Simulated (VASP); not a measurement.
Set up this calculation in VASP 6.6.1, as the native input.

```yaml
Task: single point
Functional: PBE
Potentials_or_basis: VASP PAW PBE potentials, release 64 (Sn_d, Se)
Cutoff: 500 eV
k_mesh: 8 × 8 × 8
Occupations: fermi-dirac, width 0.02 eV
Spin: no spin polarisation
Dipole_correction: no
Further_INCAR_settings: ALGO = Normal; EDIFF = 1e-06; NBANDS = 17
```

The structure of SnSe lies in POSCAR:

```
SnSe
1.0
    0.0000000000      3.0921765484      3.0921765484
    3.0921765484      0.0000000000      3.0921765484
    3.0921765484      3.0921765484      0.0000000000
Sn Se
1 1
Direct
    0.0000000000      0.0000000000      0.0000000000
    0.5000000000      0.5000000000      0.5000000000
```

This cell differs from its parent crystal: strain +3.0%.

One way to write it, as run:

INCAR

```
SYSTEM = SnSe
PREC = Accurate
ENCUT = 500
EDIFF = 1E-6
ISMEAR = -1
SIGMA = 0.02
LREAL = .False.
LASPH = .True.
NELM = 120
ALGO = Normal
ISIF = 2
LWAVE = .False.
LCHARG = .False.
GGA = PE
NBANDS = 17
GGA_COMPAT = .False.
```

KPOINTS

```
regular mesh
0
Gamma
  8 8 8
  0 0 0
```

Potentials or basis: VASP PAW PBE potentials, release 64 (Sn_d, Se).

The run is started by

```console
$ cat potpaw_PBE.64/Sn_d/POTCAR potpaw_PBE.64/Se/POTCAR > POTCAR
$ mpirun -np 1 vasp_std > vasp.out
```

It gave:

The pressure is -2.7 GPa and the band gap on the k mesh is 0.25 eV.

Caveat: the cell differs from its parent crystal (strain +3.0%); spin-orbit coupling is left out, which moves the levels of the heavy elements.

It took 33 s on 1 thread of Intel Xeon 8259CL, on a shared host, peak memory 0.18 GiB.
